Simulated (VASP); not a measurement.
# Pb (I4/mmm) in VASP: a series of runs, part 3 of 3

VASP 6.6.1. The steps go on from the part before.

## Step 6: Single point, PBE (strain +0.000 along x and y, -0.080 along z)

The input, INCAR:

```
SYSTEM = Pb
ALGO     = Normal         ! electronic algorithm
EDIFF    = 1E-6           ! SCF threshold, eV
ENCUT    = 520            ! plane-wave cutoff, eV
GGA      = PE             ! functional
ISIF     = 2              ! what is computed and relaxed
ISMEAR   = 0              ! smearing method
LASPH    = .True.         ! aspherical terms in the spheres
LCHARG   = .False.        ! write CHGCAR
LREAL    = .False.        ! projectors in reciprocal space
LWAVE    = .False.        ! write WAVECAR
NBANDS   = 13             ! bands
NELM     = 100            ! most SCF steps
PREC     = Accurate       ! precision mode
SIGMA    = 0.15           ! smearing width, eV
```

The input, KPOINTS:

```
k-points
0
Gamma
  16 16 16
  0 0 0
```

The input, POSCAR:

```
Pb
1.0
    0.0000000000      2.4698000000      2.2722160000
    2.4698000000      0.0000000000      2.2722160000
    2.4698000000      2.4698000000      0.0000000000
Pb
1
Direct
    0.0000000000      0.0000000000      0.0000000000
```

Potentials or basis: VASP PAW PBE potentials, release 64 (Pb_d).

Run with:

```bash
$ cat potpaw_PBE.64/Pb_d/POTCAR > POTCAR
$ mpirun -np 1 vasp_std > vasp.out
```

OUTCAR:

```text
SYSTEM = Pb
   EDIFF = 1E-6
   ENCUT = 520
   GGA = PE
   ISIF = 2
   ISMEAR = 0
   LASPH = .True.
   LREAL = .False.
   NELM = 100
   PREC = Accurate

 ion  position               nearest neighbor table
   1  0.000  0.000  0.000-

  LATTYP: Found a body centered tetragonal cell.
 ALAT       =     3.4928246563
 C/A-ratio  =     1.3010764774

  Lattice vectors:

 A1 = (   0.0000000000,  -2.4698000000,  -2.2722160000)
 A2 = (   0.0000000000,   2.4698000000,  -2.2722160000)
 A3 = (   2.4698000000,   0.0000000000,   2.2722160000)

Analysis of symmetry for initial positions (statically):
=====================================================================
 Subroutine PRICEL returns:
 Original cell was already a primitive cell.

 Routine SETGRP: Setting up the symmetry group for a
 body centered tetragonal supercell.

 Subroutine GETGRP returns: Found 16 space group operations
 (whereof 16 operations were pure point group operations)
 out of a pool of 16 trial point group operations.

The static configuration has the point symmetry D_4h.

Analysis of symmetry for dynamics (positions and initial velocities):
=====================================================================
 Subroutine PRICEL returns:
 Original cell was already a primitive cell.

 Routine SETGRP: Setting up the symmetry group for a
 body centered tetragonal supercell.

 Subroutine GETGRP returns: Found 16 space group operations
 (whereof 16 operations were pure point group operations)
 out of a pool of 16 trial point group operations.

The dynamic configuration has the point symmetry D_4h.

 Subroutine INISYM returns: Found 16 space group operations
 (whereof 16 operations are pure point group operations),
 and found     1 'primitive' translations

----------------------------------------------------------------------------------------

[... 115 lines left out ...]
   GGA     = PE    functional components
   LHFCALC =     F    Hartree Fock is set to
   AEXX    =    0.0000 exact exchange contribution
   IVDW    =     0    specifies the selected vdW correction
   LEPSILON=     F    determine dielectric tensor
   LRPA    =     F    only Hartree local field effects (RPA)
 non-spin polarized calculation
 Gauss-broadening in eV      SIGMA  =   0.15
  energy-cutoff  :      520.00
  volume of cell :       27.72
 maximum number of plane-waves:       764
 NGX is ok and might be reduce to    28
   NGX = 13   NGY = 13   NGZ = 13

 number of electron      14.0000003 magnetization

 Free energy of the ion-electron system (eV)
  ---------------------------------------------------
  ext. energy  EPLUGINS =         0.00000000
  ---------------------------------------------------
  free energy    TOTEN  =        -3.46813669 eV

  energy without entropy =       -3.46238595  energy(sigma->0) =       -3.46526132

 E-fermi :   8.3897     XC(G=0): -10.6238

 val. band max:        8.3728742302   @ k =  -0.4375   0.3750   0.1250
 cond. band min:       8.3953847912   @ k =  -0.3750   0.5000   0.1250
 fundamental gap:      0.0225105609
 Fermi energy:         8.3897416571

 k-point     1 :       0.0000    0.0000    0.0000
  band No.  band energies     occupation
      1      -8.8615      2.00000
      2      -8.8615      2.00000
      3      -8.7442      2.00000
      4      -8.7014      2.00000
      5      -8.5883      2.00000
      6      -4.0672      2.00000
      7      16.3663      0.00000
      8      16.5750      0.00000
      9      16.5750      0.00000
     10      18.2133      0.00000
     11      20.8817      0.00000
     12      21.5554      0.00000
     13      21.5828      0.00000
[... 354 lines left out ...]
  band No.  band energies     occupation
      1      -8.8600      2.00000
      2      -8.8437      2.00000
      3      -8.7281      2.00000
      4      -8.7052      2.00000
      5      -8.5880      2.00000
      6      -3.8590      2.00000
      7      14.7982      0.00000
      8      15.3629      0.00000
      9      16.6031      0.00000
     10      18.1285      0.00000
     11      20.9348      0.00000
     12      21.4305      0.00000
     13      21.4628      0.00000

 [... further k-points ...]

------------------------ aborting loop because EDIFF is reached ----------------------------------------

  FORCE on cell =-STRESS in cart. coord.  units (eV):
  Direction    XX          YY          ZZ          XY          YZ          ZX
  --------------------------------------------------------------------------------------
  -------------------------------------------------------------------------------------
  Total        1.2830518      1.2830518      1.5122017      0.0000000     -0.0000000      0.0000000
  in kB       74.1569014     74.1569014     87.4011451      0.0000000     -0.0000000      0.0000000
  external PRESSURE =      78.5716493 kB  Pullay stress =       0.0000000 kB

 VOLUME and BASIS-vectors are now :
 -----------------------------------------------------------------------------
  energy-cutoff  :      520.00
  volume of cell :       27.72
      direct lattice vectors                 reciprocal lattice vectors
     0.000000000  2.469800000  2.272216000    -0.202445542  0.202445542  0.220049502
     2.469800000  0.000000000  2.272216000     0.202445542 -0.202445542  0.220049502
     2.469800000  2.469800000  0.000000000     0.202445542  0.202445542 -0.220049502

 POSITION                                       TOTAL-FORCE (eV/Angst)
 -----------------------------------------------------------------------------------
      0.00000      0.00000      0.00000         0.000000      0.000000      0.000000
 -----------------------------------------------------------------------------------
    total drift:                               -0.000000     -0.000000     -0.000000

  FREE ENERGIE OF THE ION-ELECTRON SYSTEM (eV)
  ---------------------------------------------------
  free  energy   TOTEN  =        -3.4681366894 eV

  energy  without entropy=       -3.4623859479  energy(sigma->0) =       -3.46526132
```

OSZICAR:

```text
N       E                     dE             d eps       ncg     rms          rms(c)
DAV:   1     0.106905513384E+03    0.10691E+03   -0.71660E+03  9244   0.131E+03
DAV:   2     0.153236660246E+01   -0.10537E+03   -0.10202E+03  9619   0.317E+02
DAV:   3    -0.336998198340E+01   -0.49023E+01   -0.48837E+01 11273   0.730E+01
DAV:   4    -0.347902267273E+01   -0.10904E+00   -0.10895E+00 11122   0.114E+01
DAV:   5    -0.348379318223E+01   -0.47705E-02   -0.47703E-02 12731   0.223E+00    0.632E-01
DAV:   6    -0.347168035142E+01    0.12113E-01   -0.14539E-02 11647   0.224E+00    0.307E-01
DAV:   7    -0.346831677064E+01    0.33636E-02   -0.63877E-03 12012   0.139E+00    0.890E-02
DAV:   8    -0.346814364463E+01    0.17313E-03   -0.45757E-04 13208   0.340E-01    0.980E-03
DAV:   9    -0.346813878571E+01    0.48589E-05   -0.88625E-06 12338   0.545E-02    0.536E-03
DAV:  10    -0.346813664874E+01    0.21370E-05   -0.69475E-07  7762   0.984E-03    0.321E-04
DAV:  11    -0.346813668945E+01   -0.40710E-07   -0.11705E-07  6817   0.630E-03
   1 F= -.34681367E+01 E0= -.34652613E+01  d E =-.575074E-02
```

stdout:

```text
POSCAR found type information on POSCAR Pb
 POSCAR found :  1 types and       1 ions
 scaLAPACK will be used
 LDA part: xc-table for (Slater+PW92), standard interpolation
 POSCAR, INCAR and KPOINTS ok, starting setup
 FFT: planning ... GRIDC
 FFT: planning ... GRID_SOFT
 FFT: planning ... GRID
 WAVECAR not read
 entering main loop
```

Run time: 42 s. Hardware: 1 thread of Intel Xeon 6975P-C (Granite Rapids), shared host; peak memory 0.25 GiB.

What came out:

```
Free energy            : -3.4681 eV
Pressure               : 7.9 GPa
Band gap on the k mesh : zero (bands 7 and 8 overlap by 10.06 eV)
```

Stress tensor (GPa, compression positive):
```
7.42 0.00 0.00
0.00 7.42 0.00
0.00 0.00 8.74
```

Levels at points of the mesh, in eV from the Fermi level:
| k point | band 4 | band 5 | band 6 | band 7 | band 8 | band 9 | band 10 | band 11 |
| --- | --- | --- | --- | --- | --- | --- | --- | --- |
| (0.00, 0.00, 0.00) | -17.09 | -16.98 | -12.46 | 7.98 | 8.19 | 8.19 | 9.82 | 12.49 |
| (0.50, 0.00, 0.00) | -16.89 | -16.83 | -8.26 | -4.72 | 5.33 | 6.48 | 9.64 | 9.83 |
| (0.50, 0.50, 0.00) | -16.80 | -16.80 | -5.95 | -3.14 | 1.38 | 1.38 | 4.99 | 6.27 |
| (0.50, 0.00, 0.50) | -16.86 | -16.78 | -6.98 | -3.94 | 2.25 | 2.76 | 6.01 | 7.28 |

Caveat: the cell differs from its parent crystal (strain +0.000 along x and y, -0.080 along z); the cell stands under pressure; spin-orbit coupling is left out, which moves the levels of the heavy elements.

## Step 7: Single point, PBE (strain -0.040 along x and y, +0.080 along z)

The input, INCAR:

```
  PREC = Accurate
  ENCUT = 520
  EDIFF = 1E-7
  ISMEAR = 0
  SIGMA = 0.15
  LREAL = False
  LASPH = True
  NELM = 100
  ALGO = Fast
  ISIF = 2
  LWAVE = False
  LCHARG = False
  GGA = PE
  NBANDS = 13
```

The input, KPOINTS:

```
Automatic mesh
0
Gamma
  16 16 16
```

The input, POSCAR:

```
Pb
1.0
    0.0000000000      2.3710080000      2.6673840000
    2.3710080000      0.0000000000      2.6673840000
    2.3710080000      2.3710080000      0.0000000000
Pb
1
Direct
    0.0000000000      0.0000000000      0.0000000000
```

Potentials or basis: VASP PAW PBE potentials, release 64 (Pb_d).

Run with:

```bash
$ cat potpaw_PBE.64/Pb_d/POTCAR > POTCAR
$ mpirun -np 1 vasp_std > vasp.out
```

OUTCAR:

```text
PREC = Accurate
   ENCUT = 520
   EDIFF = 1E-7
   ISMEAR = 0
   LREAL = False
   LASPH = True
   NELM = 100
   ISIF = 2
   GGA = PE

 ion  position               nearest neighbor table
   1  0.000  0.000  0.000-

  LATTYP: Found a body centered tetragonal cell.
 ALAT       =     3.3531116701
 C/A-ratio  =     1.5909902577

  Lattice vectors:

 A1 = (  -2.3710080000,   0.0000000000,   2.6673840000)
 A2 = (   2.3710080000,   0.0000000000,   2.6673840000)
[... 564 lines left out ...]
     13      20.2609      0.00000

 [... further k-points ...]

------------------------ aborting loop because EDIFF is reached ----------------------------------------

  FORCE on cell =-STRESS in cart. coord.  units (eV):
  Direction    XX          YY          ZZ          XY          YZ          ZX
  --------------------------------------------------------------------------------------
  -------------------------------------------------------------------------------------
  Total        0.7349068      0.7349068      0.2945633      0.0000000     -0.0000000      0.0000000
  in kB       39.2609908     39.2609908     15.7364823      0.0000000     -0.0000000      0.0000000
  external PRESSURE =      31.4194879 kB  Pullay stress =       0.0000000 kB

 VOLUME and BASIS-vectors are now :
 -----------------------------------------------------------------------------
  energy-cutoff  :      520.00
  volume of cell :       29.99
      direct lattice vectors                 reciprocal lattice vectors
     0.000000000  2.371008000  2.667384000    -0.210880773  0.210880773  0.187449576
     2.371008000  0.000000000  2.667384000     0.210880773 -0.210880773  0.187449576
     2.371008000  2.371008000  0.000000000     0.210880773  0.210880773 -0.187449576

 POSITION                                       TOTAL-FORCE (eV/Angst)
 -----------------------------------------------------------------------------------
      0.00000      0.00000      0.00000         0.000000     -0.000000      0.000000
 -----------------------------------------------------------------------------------
    total drift:                               -0.000000     -0.000000     -0.000000

  FREE ENERGIE OF THE ION-ELECTRON SYSTEM (eV)
  ---------------------------------------------------
  free  energy   TOTEN  =        -3.5347631190 eV

  energy  without entropy=       -3.5289253326  energy(sigma->0) =       -3.53184423
```

stdout:

```text
POSCAR found type information on POSCAR Pb
 POSCAR found :  1 types and       1 ions
 scaLAPACK will be used
 LDA part: xc-table for (Slater+PW92), standard interpolation
 POSCAR, INCAR and KPOINTS ok, starting setup
 FFT: planning ... GRIDC
 FFT: planning ... GRID_SOFT
 FFT: planning ... GRID
 WAVECAR not read
 entering main loop
WARNING in EDDRMM: call to ZHEGV failed, returncode =   8  4     13
WARNING in EDDRMM: call to ZHEGV failed, returncode =   8  4     11
WARNING in EDDRMM: call to ZHEGV failed, returncode =   6  3     11
WARNING in EDDRMM: call to ZHEGV failed, returncode =   8  4     13
WARNING in EDDRMM: call to ZHEGV failed, returncode =   6  3     13
WARNING in EDDRMM: call to ZHEGV failed, returncode =   6  3     11
WARNING in EDDRMM: call to ZHEGV failed, returncode =   6  3     12
```

Wall time 67 s (1 thread of Intel Xeon 6975P-C (Granite Rapids), shared host); peak memory 0.25 GiB.

Results:

- Free energy: -3.5348 eV
- Pressure: 3.1 GPa
- Band gap on the k mesh: zero (bands 7 and 8 overlap by 9.46 eV)

Caveat: the cell differs from its parent crystal (strain -0.040 along x and y, +0.080 along z); the cell stands under pressure; spin-orbit coupling is left out, which moves the levels of the heavy elements.

## Step 8: Summary

| cell | gap on the mesh (eV) | pressure (GPa) |
| --- | --- | --- |
| a = 3.496, b = 3.496, c = 3.633 Å, angles 58.7, 58.7, 62.6°, 1 atom | none | 0.9 |
| a = 3.635, b = 3.635, c = 3.772 Å, angles 58.7, 58.7, 62.5°, 1 atom | none | -3.0 |
| a = 3.703, b = 3.703, c = 3.772 Å, angles 59.4, 59.4, 61.2°, 1 atom | none | -3.9 |
| a = 3.429, b = 3.429, c = 3.213 Å, angles 62.1, 62.1, 55.9°, 1 atom | none | 11.8 |
| a = 3.356, b = 3.356, c = 3.493 Å, angles 58.6, 58.6, 62.7°, 1 atom | none | 7.9 |
| a = 3.569, b = 3.569, c = 3.353 Å, angles 62.0, 62.0, 56.0°, 1 atom | none | 3.1 |

Alike in all rows: task single point; level PBE; potentials or basis VASP PAW PBE potentials, release 64 (Pb_d); no spin polarisation; k mesh 16 × 16 × 16; cutoff (eV) 520; smearing gaussian 0.15 eV.

Caveats: spin-orbit coupling is left out, which moves the levels of the heavy elements; the cell stands under pressure (at least some runs); the cell stands under tension (at least some runs).

Absolute energies hang on the potentials; compare differences alone.
